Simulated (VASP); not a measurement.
# Rb (C2/c) in VASP: single point with PBE

Aim: the single point of Rb with PBE.

Everything below comes from runs of VASP 6.6.1. Logs are shortened: lines on timing, memory, paths and dates and some standing lists are left out, and cuts for length are marked.

**1. The cell of the first run**

Symmetry: C2/c, No. 15, monoclinic system. The conventional cell has a = 5.027 Å, b = 8.806 Å, c = 8.211 Å, α = 90.00°, β = 91.15°, γ = 90.00°.

**2. Single point, PBE (shear of c along a, cell held: +2.0 %, then relaxed in part)**

INCAR

```
  PREC = Accurate
  ENCUT = 520
  EDIFF = 1E-6
  ISMEAR = 0
  SIGMA = 0.1
  LREAL = False
  LASPH = True
  NELM = 100
  ALGO = Fast
  ISIF = 2
  LWAVE = False
  LCHARG = False
  GGA = PE
  NBANDS = 26
```

KPOINTS

```
Automatic mesh
0
Gamma
  8 6 6
```

POSCAR

```
Rb
1.0
    5.0269895435      0.0000000000      0.0000000000
    0.0000000000      8.8056405098      0.0000000000
    0.1641902598      0.0000000000      8.2095129904
Rb
4
Direct
    0.0000000000      0.1633368639      0.2500000000
    0.5000000000      0.3366631361      0.7500000000
    0.5000000000      0.6633368639      0.2500000000
    0.0000000000      0.8366631361      0.7500000000
```

Potentials or basis: VASP PAW PBE potentials, release 64 (Rb_sv).

The run is started by

```bash
$ cat potpaw_PBE.64/Rb_sv/POTCAR > POTCAR
$ mpirun -np 1 vasp_std > vasp.out
```

OUTCAR:

```text
PREC = Accurate
   ENCUT = 520
   EDIFF = 1E-6
   ISMEAR = 0
   LREAL = False
   LASPH = True
   NELM = 100
   ISIF = 2
   GGA = PE

 ion  position               nearest neighbor table
   1  0.000  0.163  0.250-   2 5.01   2 5.01   4 5.01   4 5.01   3 5.07   3 5.07   3 5.07   3 5.07
                             2 5.09   2 5.09
   2  0.500  0.337  0.750-   1 5.01   1 5.01   3 5.01   3 5.01   4 5.07   4 5.07   4 5.07   4 5.07
                             1 5.09   1 5.09
   3  0.500  0.663  0.250-   4 5.01   4 5.01   2 5.01   2 5.01   1 5.07   1 5.07   1 5.07   1 5.07
                             4 5.09   4 5.09
   4  0.000  0.837  0.750-   3 5.01   3 5.01   1 5.01   1 5.01   2 5.07   2 5.07   2 5.07   2 5.07
                             3 5.09   3 5.09

  LATTYP: Found a simple monoclinic cell.
 ALAT       =     5.0269895435
 B/A-ratio  =     1.7516727325
 C/A-ratio  =     1.6334139265
 COS(beta)  =    -0.0199960012

  Lattice vectors:

 A1 = (   5.0269895435,   0.0000000000,   0.0000000000)
 A2 = (   0.0000000000,  -8.8056405098,   0.0000000000)
 A3 = (  -0.1641902598,   0.0000000000,  -8.2095129904)

Analysis of symmetry for initial positions (statically):
=====================================================================
 Subroutine PRICEL returns following result:

  LATTYP: Found a base centered monoclinic cell.
 ALAT       =     5.0269895435
 B/A-ratio  =     1.7516727325
 C/A-ratio  =     1.6334139265
 COS(beta)  =    -0.0199960012

  Lattice vectors:

 A1 = (  -2.5134947717,   4.4028202549,   0.0000000000)
 A2 = (  -2.5134947718,  -4.4028202549,   0.0000000000)
 A3 = (   0.1641902598,   0.0000000000,   8.2095129904)

   2 primitive cells build up your supercell.

 Routine SETGRP: Setting up the symmetry group for a
 simple monoclinic supercell.

 Subroutine GETGRP returns: Found  4 space group operations
 (whereof  2 operations were pure point group operations)
 out of a pool of  4 trial point group operations.

The static configuration has the point symmetry S_2 .
 The point group associated with its full space group is C_2h.

Analysis of symmetry for dynamics (positions and initial velocities):
=====================================================================
 Subroutine PRICEL returns following result:

  LATTYP: Found a base centered monoclinic cell.
 ALAT       =     5.0269895435
 B/A-ratio  =     1.7516727325
 C/A-ratio  =     1.6334139265
 COS(beta)  =    -0.0199960012

  Lattice vectors:

 A1 = (  -2.5134947717,   4.4028202549,   0.0000000000)
 A2 = (  -2.5134947718,  -4.4028202549,   0.0000000000)
 A3 = (   0.1641902598,   0.0000000000,   8.2095129904)

   2 primitive cells build up your supercell.

 Routine SETGRP: Setting up the symmetry group for a
 simple monoclinic supercell.

 Subroutine GETGRP returns: Found  4 space group operations
 (whereof  2 operations were pure point group operations)
 out of a pool of  4 trial point group operations.

The dynamic configuration has the point symmetry S_2 .
 The point group associated with its full space group is C_2h.

 Subroutine INISYM returns: Found  4 space group operations
 (whereof  2 operations are pure point group operations),
 and found     2 'primitive' translations

----------------------------------------------------------------------------------------

                                     Primitive cell

  volume of cell :     181.7006

  direct lattice vectors                    reciprocal lattice vectors
    -2.513494772  4.402820255  0.000000000    -0.198926214  0.113563573  0.003978524
    -2.513494772 -4.402820255  0.000000000    -0.198926214 -0.113563573  0.003978524
     0.164190260  0.000000000  8.209512990     0.000000000  0.000000000  0.121809905

  length of vectors
     5.069761549  5.069761549  8.211154729     0.229094200  0.229094200  0.121809905

  position of ions in fractional coordinates (direct lattice)
     0.163336864  0.836663136  0.250000000
     0.836663136  0.163336864  0.750000000

  ion indices of the primitive-cell ions
   primitive index   ion index
                 1           1
                 2           4

----------------------------------------------------------------------------------------

 KPOINTS: Automatic mesh

Automatic generation of k-mesh.
 Grid dimensions read from file:
 generate k-points for:    8    6    6

 Generating k-lattice:

  Cartesian coordinates                     Fractional coordinates (reciprocal lattice)
     0.024865777  0.000000000 -0.000497316     0.125000000  0.000000000  0.000000000
     0.000000000  0.018927262  0.000000000     0.000000000  0.166666667  0.000000000
     0.000000000  0.000000000  0.020301651     0.000000000  0.000000000  0.166666667

  Length of vectors
     0.024870749  0.018927262  0.020301651

  Shift w.r.t. Gamma in fractional coordinates (k-lattice)
     0.000000000  0.000000000  0.000000000

 Subroutine IBZKPT returns following result:
 ===========================================

 Found    104 irreducible k-points:

 Following reciprocal coordinates:
            Coordinates               Weight
  0.000000  0.000000  0.000000      1.000000
  0.125000  0.000000 -0.000000      2.000000
  0.250000  0.000000 -0.000000      2.000000
  0.375000  0.000000 -0.000000      2.000000
  0.500000  0.000000 -0.000000      1.000000
  0.000000  0.166667  0.000000      2.000000
[... 16 lines left out ...]
  0.250000  0.000000  0.166667      2.000000
  0.375000  0.000000  0.166667      2.000000
 [... further k-points ...]
   k-points           NKPTS =    104   k-points in BZ     NKDIM =    104   number of bands    NBANDS=     26
   number of dos      NEDOS =    301   number of ions     NIONS =      4
   total plane-waves  NPLWV = 179200
   dimension x,y,z NGX =    40 NGY =   70 NGZ =   64
   dimension x,y,z NGXF=    80 NGYF=  140 NGZF=  128
   ions per type =               4
   NGX,Y,Z   is equivalent  to a cutoff of  13.23, 13.22, 12.96 a.u.
   NGXF,Y,Z  is equivalent  to a cutoff of  26.46, 26.43, 25.92 a.u.
 SYSTEM =  unknown system
   PREC   = accura    normal or accurate (medium, high low for compatibility)
   ISTART =      0    job   : 0-new  1-cont  2-samecut
   ICHARG =      2    charge: 1-file 2-atom 10-const
   ISPIN  =      1    spin polarized calculation?
   LNONCOLLINEAR =      F non collinear calculations
   LSORBIT =      F    spin-orbit coupling
   LASPH  =      T    aspherical Exc in radial PAW
   ENCUT  =  520.0 eV  38.22 Ry    6.18 a.u.   9.35 16.37 15.27*2*pi/ulx,y,z
   NELM   =    100;   NELMIN=  2; NELMDL= -5     # of ELM steps
   EDIFF  = 0.1E-05   stopping-criterion for ELM
   LREAL  =      F    real-space projection
   EDIFFG = 0.1E-04   stopping-criterion for IOM
   NSW    =      0    number of steps for IOM
   IBRION =     -1    ionic relax: 0-MD 1-quasi-New 2-CG
   NFREE  =      0    steps in history (QN), initial steepest desc. (CG)
   ISIF   =      2    stress and relaxation
   ISYM   =      2    0-nonsym 1-usesym 2-fastsym
   POTIM  = 0.5000    time-step for ionic-motion
   TEBEG  =    0.0;   TEEND  =   0.0 temperature during run
   PSTRESS=    0.0 pullay stress
   NELECT =      36.0000    total number of electrons
   NUPDOWN=      -1.0000    fix difference up-down
   EMIN   =  10.00;   EMAX   =-10.00  energy-range for DOS
   EFERMI =   0.00;   METHOD = LEGACY
   ISMEAR =     0;   SIGMA  =   0.10  broadening in eV -4-tet -1-fermi 0-gaus
   EFERMI_NEDOS =   21; number of points for ismear=-14 and -15
   IALGO  =     68    algorithm
   IMIX   =      4    mixing-type and parameters
     AMIX     =   0.40;   BMIX     =  1.00
     AMIX_MAG =   1.60;   BMIX_MAG =  1.00
  volume/ion in A,a.u.               =      90.85       613.09
  Fermi-wavevector in a.u.,A,eV,Ry     =   0.757496  1.431459  7.807021  0.573800
  Thomas-Fermi vector in A             =   1.855855
   LORBIT       =      0    0 simple, 1 ext, 2 COOP (PROOUT), +10 PAW based schemes
   GGA     = PE    functional components
   LHFCALC =     F    Hartree Fock is set to
   AEXX    =    0.0000 exact exchange contribution
   IVDW    =     0    specifies the selected vdW correction
   LEPSILON=     F    determine dielectric tensor
   LRPA    =     F    only Hartree local field effects (RPA)
 non-spin polarized calculation
 RMM-DIIS sequential band-by-band and
 Gauss-broadening in eV      SIGMA  =   0.10
  energy-cutoff  :      520.00
  volume of cell :      363.40
 maximum number of plane-waves:      9812
 NGX is ok and might be reduce to    40
   NGX = 19   NGY = 33   NGZ = 31

 number of electron      36.0000000 magnetization

 Free energy of the ion-electron system (eV)
  ---------------------------------------------------
  ext. energy  EPLUGINS =         0.00000000
  ---------------------------------------------------
  free energy    TOTEN  =        -3.75553587 eV

  energy without entropy =       -3.73629737  energy(sigma->0) =       -3.74591662

 E-fermi :   0.0206     XC(G=0):  -5.4690

 val. band max:        0.0140579878   @ k =   0.2500   0.1667   0.1667
 cond. band min:       0.0252943078   @ k =  -0.2500   0.1667   0.1667
 fundamental gap:      0.0112363200
 Fermi energy:         0.0205576620

 k-point     1 :       0.0000    0.0000    0.0000
  band No.  band energies     occupation
      1     -28.8795      2.00000
      2     -28.8757      2.00000
      3     -28.8756      2.00000
      4     -28.8746      2.00000
      5     -13.0186      2.00000
      6     -13.0067      2.00000
[... 18 lines left out ...]
     25       2.4598      0.00000
     26       3.4603      0.00000

 k-point     2 :       0.1250    0.0000   -0.0000
  band No.  band energies     occupation
      1     -28.8791      2.00000
      2     -28.8755      2.00000
      3     -28.8754      2.00000
      4     -28.8746      2.00000
      5     -13.0151      2.00000
      6     -13.0035      2.00000
[... 18 lines left out ...]
     25       2.5101      0.00000
     26       3.1130      0.00000

 k-point     3 :       0.2500    0.0000   -0.0000
  band No.  band energies     occupation
      1     -28.8781      2.00000
      2     -28.8750      2.00000
      3     -28.8749      2.00000
      4     -28.8746      2.00000
      5     -13.0054      2.00000
      6     -12.9958      2.00000
[... 18 lines left out ...]
     25       2.3649      0.00000
     26       2.5500      0.00000

 k-point     4 :       0.3750    0.0000   -0.0000
  band No.  band energies     occupation
      1     -28.8768      2.00000
      2     -28.8750      2.00000
      3     -28.8745      2.00000
      4     -28.8745      2.00000
      5     -12.9948      2.00000
      6     -12.9919      2.00000
[... 18 lines left out ...]
     25       2.2680      0.00000
     26       2.3135      0.00000

 k-point     5 :       0.5000    0.0000   -0.0000
  band No.  band energies     occupation
      1     -28.8757      2.00000
      2     -28.8757      2.00000
      3     -28.8743      2.00000
      4     -28.8743      2.00000
      5     -12.9945      2.00000
      6     -12.9945      2.00000
[... 18 lines left out ...]
     25       2.2082      0.00000
     26       2.2166      0.00000

 k-point     6 :       0.0000    0.1667    0.0000
  band No.  band energies     occupation
      1     -28.8793      2.00000
      2     -28.8761      2.00000
      3     -28.8755      2.00000
      4     -28.8746      2.00000
      5     -13.0165      2.00000
      6     -13.0020      2.00000
[... 427 lines left out ...]
 k-point    21 :       0.0000    0.0000    0.1667
  band No.  band energies     occupation
      1     -28.8792      2.00000
      2     -28.8758      2.00000
      3     -28.8756      2.00000
      4     -28.8747      2.00000
      5     -13.0123      2.00000
      6     -13.0105      2.00000
[... 18 lines left out ...]
     25       2.5883      0.00000
     26       3.4723      0.00000

 k-point    22 :       0.1250    0.0000    0.1667
  band No.  band energies     occupation
      1     -28.8789      2.00000
      2     -28.8756      2.00000
      3     -28.8755      2.00000
      4     -28.8746      2.00000
      5     -13.0102      2.00000
      6     -13.0067      2.00000
[... 18 lines left out ...]
     25       2.6143      0.00000
     26       3.0676      0.00000

 k-point    23 :       0.2500    0.0000    0.1667
  band No.  band energies     occupation
      1     -28.8779      2.00000
      2     -28.8751      2.00000
      3     -28.8751      2.00000
      4     -28.8746      2.00000
      5     -13.0035      2.00000
      6     -12.9967      2.00000
[... 18 lines left out ...]
     25       2.3515      0.00000
     26       2.4128      0.00000

 k-point    24 :       0.3750    0.0000    0.1667
  band No.  band energies     occupation
      1     -28.8767      2.00000
      2     -28.8749      2.00000
      3     -28.8746      2.00000
      4     -28.8746      2.00000
      5     -12.9975      2.00000
      6     -12.9946      2.00000
[... 18 lines left out ...]
     25       2.0564      0.00000
     26       2.1508      0.00000

 [... further k-points ...]

------------------------ aborting loop because EDIFF is reached ----------------------------------------

  FORCE on cell =-STRESS in cart. coord.  units (eV):
  Direction    XX          YY          ZZ          XY          YZ          ZX
  --------------------------------------------------------------------------------------
  -------------------------------------------------------------------------------------
  Total        0.1174399     -0.0128093      0.0096751      0.0000000      0.0000000     -0.0362942
  in kB        0.5177738     -0.0564743      0.0426559      0.0000000      0.0000000     -0.1600152
  external PRESSURE =       0.1679851 kB  Pullay stress =       0.0000000 kB

 VOLUME and BASIS-vectors are now :
 -----------------------------------------------------------------------------
  energy-cutoff  :      520.00
  volume of cell :      363.40
      direct lattice vectors                 reciprocal lattice vectors
     5.026989544  0.000000000  0.000000000     0.198926214  0.000000000 -0.003978524
     0.000000000  8.805640510  0.000000000     0.000000000  0.113563573  0.000000000
     0.164190260  0.000000000  8.209512990     0.000000000  0.000000000  0.121809905

 POSITION                                       TOTAL-FORCE (eV/Angst)
 -----------------------------------------------------------------------------------
      0.04105      1.43829      2.05238        -0.000000      0.000330      0.000000
      2.63664      2.96453      6.15713        -0.000000     -0.000330      0.000000
      2.55454      5.84111      2.05238         0.000000      0.000330     -0.000000
      0.12314      7.36735      6.15713        -0.000000     -0.000330      0.000000
 -----------------------------------------------------------------------------------
    total drift:                                0.000000      0.000000     -0.000000

  FREE ENERGIE OF THE ION-ELECTRON SYSTEM (eV)
  ---------------------------------------------------
  free  energy   TOTEN  =        -3.7555358706 eV

  energy  without entropy=       -3.7362973681  energy(sigma->0) =       -3.74591662
```

Wall time 44 min (1 thread of Intel Xeon 8259CL, shared host); peak memory 0.91 GiB.

Results:

- Free energy: -3.7555 eV
- Pressure: 0.0 GPa
- Band gap on the k mesh: zero (bands 18 and 19 overlap by 1.32 eV)

Caveat: the cell differs from its parent crystal (shear of c along a, cell held: +2.0 %, then relaxed in part).
